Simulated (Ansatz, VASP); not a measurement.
SiO2: VASP beside Ansatz

```
Si O
1.0
    -4.47204    4.47204    2.61177
     4.47204   -4.47204    2.61177
     4.47204    4.47204   -2.61177
Si O
4 8
Direct
  0.82311 0.82311 0.64622
  0.17689 0.82311 0.00000
  0.82311 0.17689 0.00000
  0.17689 0.17689 0.35378
  0.00000 0.79145 0.79145
  0.20855 0.00000 0.20855
  0.79145 0.00000 0.79145
  0.00000 0.20855 0.20855
  0.00000 0.00000 0.50000
  0.50000 0.00000 0.00000
  0.00000 0.50000 0.00000
  0.50000 0.50000 0.50000
```

Alike in both runs: task single point; functional PBE; k mesh 6 × 6 × 6; occupations fermi-dirac, width 0.05 eV; no spin polarisation.

|  | VASP | Ansatz |
| --- | --- | --- |
| version | VASP 6.6.1 | Ansatz 0.2.0 |
| potentials or method | VASP PAW PBE potentials, release 64 (Si, O), cutoff 520 eV | Ansatz PAW |
| valence electrons in the cell | 64 | 64 |

```tsv
	VASP	Ansatz	Ansatz less VASP
gap on the k mesh at the Fermi level (eV)	5.45	5.46	+0.004
least direct gap on the mesh (eV)	5.46	5.46	+0.004
pressure (GPa)	3.7	3.7	-0.05
traceless stress, the component that is largest in VASP (GPa)	0.13	0.15	+0.017
rms of the force components (eV/Å)	0.068	0.073	+0.0052
```

Atom by atom the forces differ by 0.010 eV/Å (rms over components). With one functional, cell and mesh, what is left measures potentials, basis and numerics.
